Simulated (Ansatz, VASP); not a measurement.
Two plane-wave programs on C

```
C
1.0
     2.46658    0.00000    0.00000
    -1.23329    2.13612    0.00000
     0.00000    0.00000   28.99440
C
12
Direct
  0.66667 0.33333 0.96330
  0.66667 0.33333 0.46331
  0.66667 0.33333 0.76796
  0.66667 0.33333 0.26796
  0.00000 0.00000 0.61574
  0.33333 0.66667 0.26796
  0.00000 0.00000 0.11574
  0.66667 0.33333 0.61574
  0.33333 0.66667 0.76796
  0.33333 0.66667 0.11574
  0.33333 0.66667 0.46330
  0.33333 0.66667 0.96331
```

Alike in both runs: functional PBE; k mesh 18 × 18 × 2; occupations gaussian, width 0.1 eV; no spin polarisation.

Ansatz relaxed the structure, and its values are those at the end. VASP's run is a single point on that final structure, the one shown.

|  | VASP | Ansatz |
| --- | --- | --- |
| version | VASP 6.6.1 | Ansatz 0.2.0 |
| potentials or method | VASP PAW PBE potentials, release 64 (C), cutoff 520 eV | scalar-relativistic, plane waves, PAW |
| valence electrons in the cell | 48 | 48 |

|  | VASP | Ansatz | Ansatz less VASP |
| --- | --- | --- | --- |
| gap on the k mesh at the Fermi level (eV) | none | none | - |
| pressure (GPa) | 0.3 | 0.0 | -0.31 |

A gap of «none» marks a metal or a gap that the smearing closes. Ansatz's warnings: xc potential rough in thin density.
